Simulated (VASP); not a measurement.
# PbSe (I4/mmm) in VASP: notebook, part 2 of 2

VASP 6.6.1.

### Step 3. Single point, PBE+D3(BJ) (32.31 Å³/atom)

INCAR

```
SYSTEM = PbSe
ALGO = Normal
EDIFF = 1E-6
ENCUT = 520
GGA = PE
ISIF = 2
ISMEAR = 0
IVDW = 12
LASPH = .TRUE.
LCHARG = .FALSE.
LREAL = .FALSE.
LWAVE = .FALSE.
NBANDS = 17
NELM = 80
PREC = Accurate
SIGMA = 0.03
```

KPOINTS

```
k-points
0
G
  10 10 10
  0 0 0
```

POSCAR

```
PbSe
1.0
    0.0000000000      3.1681361961      3.2194600025
    3.1681361961      0.0000000000      3.2194600025
    3.1681361961      3.1681361961      0.0000000000
Pb Se
1 1
Direct
    0.0000000000      0.0000000000      0.0000000000
    0.5000000000      0.5000000000      0.5000000000
```

Potentials or basis: VASP PAW PBE potentials, release 64 (Pb_d, Se).

Run with:

```bash
cat potpaw_PBE.64/Pb_d/POTCAR potpaw_PBE.64/Se/POTCAR > POTCAR
mpirun -np 1 vasp_std > vasp.out
```

OUTCAR:

```text
SYSTEM = PbSe
   EDIFF = 1E-6
   ENCUT = 520
   GGA = PE
   ISIF = 2
   ISMEAR = 0
   IVDW = 12
   LASPH = .TRUE.
   LREAL = .FALSE.
   NELM = 80
   PREC = Accurate
 IVDW          = 12

 ion  position               nearest neighbor table
   1  0.000  0.000  0.000-   2 3.17   2 3.17   2 3.17   2 3.17   2 3.22   2 3.22
   2  0.500  0.500  0.500-   1 3.17   1 3.17   1 3.17   1 3.17   1 3.22   1 3.22

  LATTYP: Found a body centered tetragonal cell.
 ALAT       =     4.4804211760
 C/A-ratio  =     1.4371238221

  Lattice vectors:

 A1 = (  -3.1681361961,   0.0000000000,   3.2194600025)
 A2 = (   3.1681361961,   0.0000000000,   3.2194600025)
 A3 = (   0.0000000000,   3.1681361961,  -3.2194600025)

Analysis of symmetry for initial positions (statically):
=====================================================================
 Subroutine PRICEL returns:
 Original cell was already a primitive cell.

 Routine SETGRP: Setting up the symmetry group for a
 body centered tetragonal supercell.

 Subroutine GETGRP returns: Found 16 space group operations
 (whereof 16 operations were pure point group operations)
 out of a pool of 16 trial point group operations.

The static configuration has the point symmetry D_4h.

[... 161 lines left out ...]
 E-fermi :   3.8235     XC(G=0):  -8.9890

 val. band max:        3.6170426594   @ k =   0.5000  -0.0000   0.0000
 cond. band min:       4.2363262141   @ k =   0.5000  -0.0000   0.0000
 fundamental gap:      0.6192835547
 Fermi energy:         3.8234706960

 k-point     1 :       0.0000    0.0000    0.0000
  band No.  band energies     occupation
      1     -13.0143      2.00000
      2     -13.0143      2.00000
      3     -13.0091      2.00000
      4     -13.0076      2.00000
      5     -12.9976      2.00000
      6      -8.9847      2.00000
[... 457 lines left out ...]
      4     -12.9943      2.00000
      5     -12.9885      2.00000
      6      -8.2119      2.00000
[... 9 lines left out ...]
     16      14.2883      0.00000
     17      14.8632      0.00000

 [... further k-points ...]

------------------------ aborting loop because EDIFF is reached ----------------------------------------

 Edisp (eV)   -0.67520

 E8    (eV) :    -0.3162

  FORCE on cell =-STRESS in cart. coord.  units (eV):
  Direction    XX          YY          ZZ          XY          YZ          ZX
  --------------------------------------------------------------------------------------
  -------------------------------------------------------------------------------------
  Total      -0.72597    -0.72597    -1.18546     0.00000    -0.00000     0.00000
  in kB     -17.99733   -17.99733   -29.38855     0.00000    -0.00000     0.00000
  external pressure =      -21.79 kB  Pullay stress =        0.00 kB

 VOLUME and BASIS-vectors are now :
 -----------------------------------------------------------------------------
  energy-cutoff  :      520.00
  volume of cell :       64.63
      direct lattice vectors                 reciprocal lattice vectors
     0.000000000  3.168136196  3.219460002    -0.157821498  0.157821498  0.155305548
     3.168136196  0.000000000  3.219460002     0.157821498 -0.157821498  0.155305548
     3.168136196  3.168136196  0.000000000     0.157821498  0.157821498 -0.155305548

 POSITION                                       TOTAL-FORCE (eV/Angst)
 -----------------------------------------------------------------------------------
      0.00000      0.00000      0.00000         0.000000     -0.000000      0.000000
      3.16814      3.16814      3.21946        -0.000000      0.000000     -0.000000
 -----------------------------------------------------------------------------------
    total drift:                                0.000000      0.000000      0.000000

  FREE ENERGIE OF THE ION-ELECTRON SYSTEM (eV)
  ---------------------------------------------------
  free  energy   TOTEN  =        -8.8280635015 eV

  energy  without entropy=       -8.8280635015  energy(sigma->0) =       -8.82806350
```

It took 2.1 min on 1 thread of Intel Xeon 8259CL, shared host; peak memory 0.29 GiB.

Results:

```
Free energy                : -8.8281 eV
Pressure                   : -2.2 GPa
Band gap on the k mesh     : 0.62 eV
Dispersion energy per atom : -0.338 eV
```

Caveat: spin-orbit coupling is left out, which moves the levels of the heavy elements. A k mesh can miss the band edges.

### Step 4. Single point, PBE+D3(BJ) (32.31 Å³/atom)

INCAR

```
PREC     = Accurate       # precision mode
ENCUT    = 520            # plane-wave cutoff, eV
EDIFF    = 1E-6           # SCF threshold, eV
ISMEAR   = 0              # smearing method
SIGMA    = 0.03           # smearing width, eV
LREAL    = False          # projectors in reciprocal space
LASPH    = True           # aspherical terms in the spheres
NELM     = 100            # most SCF steps
ALGO     = Normal         # electronic algorithm
ISIF     = 2              # what is computed and relaxed
LWAVE    = False          # write WAVECAR
LCHARG   = True           # write CHGCAR
GGA      = PE             # functional
IVDW     = 12             # dispersion correction
LELF     = True           # ELF
LVHAR    = True         
NBANDS   = 17             # bands
```

KPOINTS

```
regular mesh
0
Gamma
  10 10 10
```

POSCAR

```
PbSe
1.0
    0.0000000000      3.1512742446      3.2540057850
    3.1512742446      0.0000000000      3.2540057850
    3.1512742446      3.1512742446      0.0000000000
Pb Se
1 1
Direct
    0.0000000000      0.0000000000      0.0000000000
    0.5000000000      0.5000000000      0.5000000000
```

Run with:

```bash
cat potpaw_PBE.64/Pb_d/POTCAR potpaw_PBE.64/Se/POTCAR > POTCAR
mpirun -np 1 vasp_std > vasp.out
```

It took 2.6 min on 1 thread of Intel Xeon 8259CL, shared host; peak memory 0.29 GiB.

It converged, with:

- Free energy: -8.8208 eV
- Pressure: -2.1 GPa
- Band gap on the k mesh: 0.60 eV
- Dispersion energy per atom: -0.337 eV

Stress tensor (GPa, compression positive):
```
-1.39  0.00  0.00
 0.00 -1.39  0.00
 0.00  0.00 -3.61
```

Levels at points of the mesh, in eV from the valence-band top:
| k point | band 7 | band 8 | band 9 | band 10 | band 11 | band 12 | band 13 | band 14 |
| --- | --- | --- | --- | --- | --- | --- | --- | --- |
| (0.00, 0.00, 0.00) | -6.43 | -1.41 | -1.41 | -1.15 | 4.07 | 4.70 | 4.70 | 6.68 |
| (0.50, 0.00, 0.00) | -8.17 | -1.02 | -0.96 | 0.00 | 0.60 | 1.90 | 2.04 | 8.44 |
| (0.50, 0.50, 0.00) | -7.09 | -3.95 | -2.45 | -2.45 | 4.29 | 5.32 | 5.32 | 5.34 |
| (0.50, 0.00, 0.50) | -7.20 | -4.02 | -2.65 | -2.34 | 4.19 | 4.84 | 5.49 | 5.72 |

Caveat: spin-orbit coupling is left out, which moves the levels of the heavy elements. A k mesh can miss the band edges.

### Step 5. Summary

```csv
cell,gap on the mesh (eV),pressure (GPa)
"a = 4.493, b = 4.493, c = 4.529 Å, angles 59.7, 59.7, 60.5°, 2 atoms",0.62,-2.2
"a = 4.517, b = 4.517, c = 4.480 Å, angles 60.3, 60.3, 59.5°, 2 atoms",0.62,-2.2
"a = 4.530, b = 4.530, c = 4.457 Å, angles 60.5, 60.5, 58.9°, 2 atoms",0.60,-2.1
```

Alike in all rows: task single point; level PBE+D3(BJ); potentials or basis VASP PAW PBE potentials, release 64 (Pb_d, Se); no spin polarisation; k mesh 10 × 10 × 10; cutoff (eV) 520; smearing gaussian 0.03 eV.

Caveats: spin-orbit coupling is left out, which moves the levels of the heavy elements.

Absolute energies hang on the potentials; compare differences alone.
